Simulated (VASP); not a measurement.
# HfN (Fm-3m) in VASP: further runs, part 2 of 2

VASP 6.6.1. The steps go on from the part before.

### Step 5. Single point, PBE

This run uses another cell than the first one, of 11.53 Å³/atom, 1.064 times its volume.

Input file INCAR:

```
SYSTEM = HfN
ALGO = Normal
EDIFF = 1E-6
ENCUT = 520
GGA = PE
ISIF = 2
ISMEAR = -1
LASPH = .True.
LCHARG = .False.
LREAL = .False.
LWAVE = .False.
NBANDS = 14
NELM = 100
PREC = Accurate
SIGMA = 0.05
```

Input file KPOINTS:

```
k-points
0
Gamma
  18 18 18
  0 0 0
```

Input file POSCAR:

```
HfN
1.0
    0.0000000000      2.2590000000      2.2590000000
    2.2590000000      0.0000000000      2.2590000000
    2.2590000000      2.2590000000      0.0000000000
Hf N
1 1
Direct
    0.0000000000      0.0000000000      0.0000000000
    0.5000000000      0.5000000000      0.5000000000
```

Potentials or basis: VASP PAW PBE potentials, release 64 (Hf_pv, N).

Started as:

```
cat potpaw_PBE.64/Hf_pv/POTCAR potpaw_PBE.64/N/POTCAR > POTCAR
mpirun -np 1 vasp_std > vasp.out
```

OUTCAR:

```text
SYSTEM = HfN
   EDIFF = 1E-6
   ENCUT = 520
   GGA = PE
   ISIF = 2
   ISMEAR = -1
   LASPH = .True.
   LREAL = .False.
   NELM = 100
   PREC = Accurate

 ion  position               nearest neighbor table
   1  0.000  0.000  0.000-   2 2.26   2 2.26   2 2.26   2 2.26   2 2.26   2 2.26
   2  0.500  0.500  0.500-   1 2.26   1 2.26   1 2.26   1 2.26   1 2.26   1 2.26

  LATTYP: Found a face centered cubic cell.
 ALAT       =     4.5180000000

  Lattice vectors:

 A1 = (   0.0000000000,   2.2590000000,   2.2590000000)
 A2 = (   2.2590000000,   0.0000000000,   2.2590000000)
 A3 = (   2.2590000000,   2.2590000000,   0.0000000000)

Analysis of symmetry for initial positions (statically):
=====================================================================
 Subroutine PRICEL returns:
 Original cell was already a primitive cell.

 Routine SETGRP: Setting up the symmetry group for a
 face centered cubic supercell.

 Subroutine GETGRP returns: Found 48 space group operations
 (whereof 48 operations were pure point group operations)
 out of a pool of 48 trial point group operations.

The static configuration has the point symmetry O_h .

Analysis of symmetry for dynamics (positions and initial velocities):
=====================================================================
 Subroutine PRICEL returns:
 Original cell was already a primitive cell.

 Routine SETGRP: Setting up the symmetry group for a
 face centered cubic supercell.

 Subroutine GETGRP returns: Found 48 space group operations
 (whereof 48 operations were pure point group operations)
 out of a pool of 48 trial point group operations.

The dynamic configuration has the point symmetry O_h .

 Subroutine INISYM returns: Found 48 space group operations
 (whereof 48 operations are pure point group operations),
 and found     1 'primitive' translations

----------------------------------------------------------------------------------------

                                     Primitive cell

  volume of cell :      23.0557

  direct lattice vectors                    reciprocal lattice vectors
     0.000000000  2.259000000  2.259000000    -0.221336875  0.221336875  0.221336875
     2.259000000  0.000000000  2.259000000     0.221336875 -0.221336875  0.221336875
     2.259000000  2.259000000  0.000000000     0.221336875  0.221336875 -0.221336875

  length of vectors
     3.194708437  3.194708437  3.194708437     0.383366713  0.383366713  0.383366713

  position of ions in fractional coordinates (direct lattice)
     0.000000000  0.000000000  0.000000000
     0.500000000  0.500000000  0.500000000

  ion indices of the primitive-cell ions
   primitive index   ion index
                 1           1
                 2           2

----------------------------------------------------------------------------------------

 KPOINTS: k-points

Automatic generation of k-mesh.
 Grid dimensions read from file:
 generate k-points for:   18   18   18

 Generating k-lattice:

  Cartesian coordinates                     Fractional coordinates (reciprocal lattice)
    -0.012296493  0.012296493  0.012296493     0.055555556  0.000000000  0.000000000
     0.012296493 -0.012296493  0.012296493     0.000000000  0.055555556  0.000000000
     0.012296493  0.012296493 -0.012296493     0.000000000  0.000000000  0.055555556

  Length of vectors
     0.021298151  0.021298151  0.021298151

  Shift w.r.t. Gamma in fractional coordinates (k-lattice)
     0.000000000  0.000000000  0.000000000

 Subroutine IBZKPT returns following result:
 ===========================================

 Found    195 irreducible k-points:

 Following reciprocal coordinates:
            Coordinates               Weight
  0.000000  0.000000  0.000000      1.000000
  0.055556  0.000000  0.000000      8.000000
  0.111111  0.000000  0.000000      8.000000
  0.166667  0.000000  0.000000      8.000000
  0.222222  0.000000  0.000000      8.000000
  0.277778  0.000000  0.000000      8.000000
[... 16 lines left out ...]
 -0.277778  0.055556  0.000000     24.000000
 -0.222222  0.055556  0.000000     24.000000
 [... further k-points ...]
   k-points           NKPTS =    195   k-points in BZ     NKDIM =    195   number of bands    NBANDS=     14
   number of dos      NEDOS =    301   number of ions     NIONS =      2
   total plane-waves  NPLWV =  13824
   dimension x,y,z NGX =    24 NGY =   24 NGZ =   24
   dimension x,y,z NGXF=    48 NGYF=   48 NGZF=   48
   ions per type =               1   1
   NGX,Y,Z   is equivalent  to a cutoff of  12.49, 12.49, 12.49 a.u.
   NGXF,Y,Z  is equivalent  to a cutoff of  24.98, 24.98, 24.98 a.u.
 SYSTEM =  HfN
   PREC   = accura    normal or accurate (medium, high low for compatibility)
   ISTART =      0    job   : 0-new  1-cont  2-samecut
   ICHARG =      2    charge: 1-file 2-atom 10-const
   ISPIN  =      1    spin polarized calculation?
   LNONCOLLINEAR =      F non collinear calculations
   LSORBIT =      F    spin-orbit coupling
   LASPH  =      T    aspherical Exc in radial PAW
   ENCUT  =  520.0 eV  38.22 Ry    6.18 a.u.   5.94  5.94  5.94*2*pi/ulx,y,z
   NELM   =    100;   NELMIN=  2; NELMDL= -5     # of ELM steps
   EDIFF  = 0.1E-05   stopping-criterion for ELM
   LREAL  =      F    real-space projection
   EDIFFG = 0.1E-04   stopping-criterion for IOM
   NSW    =      0    number of steps for IOM
   IBRION =     -1    ionic relax: 0-MD 1-quasi-New 2-CG
   NFREE  =      0    steps in history (QN), initial steepest desc. (CG)
   ISIF   =      2    stress and relaxation
   ISYM   =      2    0-nonsym 1-usesym 2-fastsym
   POTIM  = 0.5000    time-step for ionic-motion
   TEBEG  =    0.0;   TEEND  =   0.0 temperature during run
   PSTRESS=    0.0 pullay stress
   NELECT =      15.0000    total number of electrons
   NUPDOWN=      -1.0000    fix difference up-down
   EMIN   =  10.00;   EMAX   =-10.00  energy-range for DOS
   EFERMI =   0.00;   METHOD = LEGACY
   ISMEAR =    -1;   SIGMA  =   0.05  broadening in eV -4-tet -1-fermi 0-gaus
   EFERMI_NEDOS =   21; number of points for ismear=-14 and -15
   IALGO  =     38    algorithm
   IMIX   =      4    mixing-type and parameters
     AMIX     =   0.40;   BMIX     =  1.00
     AMIX_MAG =   1.60;   BMIX_MAG =  1.00
  volume/ion in A,a.u.               =      11.53        77.79
  Fermi-wavevector in a.u.,A,eV,Ry     =   1.418553  2.680677 27.378918  2.012294
  Thomas-Fermi vector in A             =   2.539667
   LORBIT       =      0    0 simple, 1 ext, 2 COOP (PROOUT), +10 PAW based schemes
   GGA     = PE    functional components
   LHFCALC =     F    Hartree Fock is set to
   AEXX    =    0.0000 exact exchange contribution
   IVDW    =     0    specifies the selected vdW correction
   LEPSILON=     F    determine dielectric tensor
   LRPA    =     F    only Hartree local field effects (RPA)
 non-spin polarized calculation
  energy-cutoff  :      520.00
  volume of cell :       23.06
 maximum number of plane-waves:       636
   NGX = 11   NGY = 11   NGZ = 11

 number of electron      15.0000000 magnetization

 Free energy of the ion-electron system (eV)
  ---------------------------------------------------
  ext. energy  EPLUGINS =         0.00000000
  ---------------------------------------------------
  free energy    TOTEN  =       -21.75660805 eV

  energy without entropy =      -21.75133600  energy(sigma->0) =      -21.75397202

 E-fermi :   8.3803     XC(G=0): -12.7325

 val. band max:        8.3583599833   @ k =   0.4444   0.2222   0.1111
 cond. band min:       8.4081507653   @ k =  -0.1111   0.0556   0.0000
 fundamental gap:      0.0497907821
 Fermi energy:         8.3802841176

 k-point     1 :       0.0000    0.0000    0.0000
  band No.  band energies     occupation
      1     -22.7674      2.00000
      2     -22.7674      2.00000
      3     -22.7674      2.00000
      4      -9.1257      2.00000
      5       5.3563      2.00000
      6       5.3563      2.00000
      7       5.3563      2.00000
      8       8.0389      1.99784
      9       8.0389      1.99784
     10       8.0389      1.99784
     11      10.1813      0.00000
     12      10.3543      0.00000
     13      10.3543      0.00000
     14      17.9496      0.00000
[... 375 lines left out ...]
 k-point    24 :      -0.2222    0.0556    0.0000
  band No.  band energies     occupation
      1     -23.2438      2.00000
      2     -22.8410      2.00000
      3     -22.7964      2.00000
      4      -7.9358      2.00000
      5       2.0003      2.00000
      6       3.2659      2.00000
      7       3.6361      2.00000
      8       8.7969      0.00048
      9       9.3410      0.00000
     10      10.2028      0.00000
     11      12.3587      0.00000
     12      13.6068      0.00000
     13      14.1155      0.00000
     14      20.5976      0.00000

 [... further k-points ...]
[... 5 lines left out ...]
  --------------------------------------------------------------------------------------
  -------------------------------------------------------------------------------------
  Total        0.4358324      0.4358324      0.4358324      0.0000000      0.0000000      0.0000000
  in kB       30.2866589     30.2866589     30.2866589      0.0000000      0.0000000      0.0000000
  external PRESSURE =      30.2866589 kB  Pullay stress =       0.0000000 kB

 VOLUME and BASIS-vectors are now :
 -----------------------------------------------------------------------------
  energy-cutoff  :      520.00
  volume of cell :       23.06
      direct lattice vectors                 reciprocal lattice vectors
     0.000000000  2.259000000  2.259000000    -0.221336875  0.221336875  0.221336875
     2.259000000  0.000000000  2.259000000     0.221336875 -0.221336875  0.221336875
     2.259000000  2.259000000  0.000000000     0.221336875  0.221336875 -0.221336875

 POSITION                                       TOTAL-FORCE (eV/Angst)
 -----------------------------------------------------------------------------------
      0.00000      0.00000      0.00000         0.000000      0.000000      0.000000
      2.25900      2.25900      2.25900        -0.000000     -0.000000     -0.000000
 -----------------------------------------------------------------------------------
    total drift:                                0.000000     -0.000000     -0.000000

  FREE ENERGIE OF THE ION-ELECTRON SYSTEM (eV)
  ---------------------------------------------------
  free  energy   TOTEN  =       -21.7566080483 eV

  energy  without entropy=      -21.7513360011  energy(sigma->0) =      -21.75397202
```

stdout:

```text
POSCAR found type information on POSCAR HfN
 POSCAR found :  2 types and       2 ions
 scaLAPACK will be used
 LDA part: xc-table for (Slater+PW92), standard interpolation
 POSCAR, INCAR and KPOINTS ok, starting setup
 FFT: planning ... GRIDC
 FFT: planning ... GRID_SOFT
 FFT: planning ... GRID
 WAVECAR not read
 entering main loop
```

Run time: 16 s. Hardware: 1 thread of Intel Xeon 6975P-C (Granite Rapids), shared host; peak memory 0.19 GiB.

What came out:

```
Free energy : -21.7566 eV
Pressure    : 3.0 GPa
```

Caveat: spin-orbit coupling is left out, which moves the levels of the heavy elements.

### Step 6. Summary

```tsv
cell	gap on the mesh (eV)	pressure (GPa)
a = 3.129 Å, angles 60.0°, 2 atoms	none	23.0
a = 3.152 Å, angles 60.0°, 2 atoms	none	15.6
a = 3.173 Å, angles 60.0°, 2 atoms	none	9.0
a = 3.195 Å, angles 60.0°, 2 atoms	none	3.0
```

Alike in all rows: task single point; level PBE; potentials or basis VASP PAW PBE potentials, release 64 (Hf_pv, N); no spin polarisation; k mesh 18 × 18 × 18; cutoff (eV) 520; smearing fermi-dirac 0.05 eV.

Caveats: spin-orbit coupling is left out, which moves the levels of the heavy elements.

Total energies depend on the potentials used, so only differences within one code and one set of settings carry meaning.
